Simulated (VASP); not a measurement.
CoSi2, 3 atoms in the cell. Symmetry: Fm-3m, No. 225, cubic system. Conventional cell: a = 5.305 Å, b = 5.305 Å, c = 5.305 Å, α = 90.00°, β = 90.00°, γ = 90.00°. Co (site symmetry m-3m) has 8 Si at 2.30 Å within 3.0 Å. Si (site symmetry -43m) has 4 Co at 2.30 Å and 6 Si at 2.65 Å within 3.0 Å. 

- Program: VASP 6.6.1
- Task: single point
- Functional: PBE
- Dispersion: D3(BJ)
- Potentials or basis: VASP PAW PBE potentials, release 64 (Co, Si)
- Cutoff: 520 eV
- k mesh: 9 × 9 × 9
- Occupations: fermi-dirac, width 0.05 eV
- Spin: collinear spin, ferromagnetic start
- Starting moments: [2.0, 0.0, 0.0] μB
- Dipole correction: no
- Further INCAR settings: ALGO = Normal; EDIFF = 1e-06; NBANDS = 20

Potentials or basis: VASP PAW PBE potentials, release 64 (Co, Si).

Launch:

```console
$ cat potpaw_PBE.64/Co/POTCAR potpaw_PBE.64/Si/POTCAR > POTCAR
$ mpirun -np 1 vasp_std > vasp.out
```

Hardware: 1 thread of Intel(R) Xeon(R) 6975P-C (Granite Rapids), with other jobs on the host.

Problem. Estimate the wall time of this run.

Solution. It took 38 s on 1 thread of Intel(R) Xeon(R) 6975P-C (Granite Rapids), with other jobs on the host, peak memory 0.19 GiB. Counts: scf iterations 15, k points 35.
